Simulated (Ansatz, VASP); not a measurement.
## Two plane-wave programs on Ru

Contents of POSCAR:

```
Ru
1.0
    2.7226196171      0.0000000000      0.0000000000
   -1.3613098085      2.3578577533      0.0000000000
    0.0000000000      0.0000000000      4.2884975680
Ru
2
Direct
    0.3333333333      0.6666666667      0.2500000000
    0.6666666667      0.3333333333      0.7500000000
```

INCAR.step1

```
SYSTEM = Ru
PREC = Accurate ; ENCUT = 520
ISMEAR = -1 ; SIGMA = 0.05
LREAL = .FALSE. ; LASPH = .TRUE.
NELM = 60 ; NBANDS = 21
GGA = PE ; ALGO = Normal
EDIFF = 1E-4 ; LWAVE = .TRUE.
LCHARG = .FALSE.
```

The input INCAR.step2:

```
SYSTEM = Ru
PREC = Accurate ; ENCUT = 520
EDIFF = 1E-8 ; ISMEAR = -1
SIGMA = 0.05 ; LREAL = .FALSE.
LASPH = .TRUE. ; NELM = 60
ALGO = Normal ; ISIF = 2
LWAVE = .FALSE. ; LCHARG = .FALSE.
METAGGA = R2SCAN ; LMIXTAU = .TRUE.
LEFG = .TRUE. ; NBANDS = 21
ISTART = 1
```

File KPOINTS:

```
regular mesh
0
G
  16 16 9
  0 0 0
```

Input for Ansatz:

```yaml
crystal:
  lattice:
    - [2.7226196171, 0.0, 0.0]
    - [-1.3613098085, 2.3578577533, 0.0]
    - [0.0, 0.0, 4.288497568]
  atoms:
    - { symbol: Ru, position: [0.3333333333, 0.6666666667, 0.25] }
    - { symbol: Ru, position: [0.6666666667, 0.3333333333, 0.75] }
kpoints:
  mp_grid: { grid: [16, 16, 9] }
  band_path:
    path:
      - [0.0, 0.0, 0.0]
      - [0.5, 0.0, 0.0]
      - [0.3333333333, 0.3333333333, 0.0]
      - [0.0, 0.0, 0.0]
      - [0.0, 0.0, 0.5]
      - [0.5, 0.0, 0.5]
      - [0.3333333333, 0.3333333333, 0.5]
      - [0.0, 0.0, 0.5]
      - [0.5, 0.0, 0.5]
    npoints: 5
scf:
  occupations: { method: fermi_dirac, width: 0.05 }
hamiltonian:
  xc: r2scan
  pseudopotentials: { kind: paw }
output:
  forces: true
  stress: true
  eigenvalues: true
  efg: { contact_densities: true }
```

Alike in both runs: task electric field gradients; functional r2SCAN; k mesh 16 × 16 × 9; occupations fermi-dirac, width 0.05 eV; no spin polarisation.

|  | VASP | Ansatz |
| --- | --- | --- |
| version | VASP 6.6.1 | Ansatz 0.2.0 |
| potentials or method | VASP PAW PBE potentials, release 64 (Ru_pv) | PAW with Ansatz's default frozen-core files, scalar-relativistic |
| plane-wave cutoff (eV) | 520 | 500 |
| valence electrons in the cell | 28 | 32 |

|  | VASP | Ansatz | Ansatz less VASP |
| --- | --- | --- | --- |
| pressure (GPa) | -5.1 | -6.5 | -1.39 |
| traceless stress, the component that is largest in VASP (GPa) | -0.42 | -0.53 | -0.104 |
| size of Vzz on the site where it differs most (V/Å²) | 15.5 | 11.9 | -3.67 |

VASP's potentials were made for PBE, not for r2SCAN. With one functional, cell and mesh, what is left measures potentials, basis and numerics. VASP's potentials hold 28 valence electrons a cell and Ansatz's 32, so a difference there can come from the potentials and not from the codes.
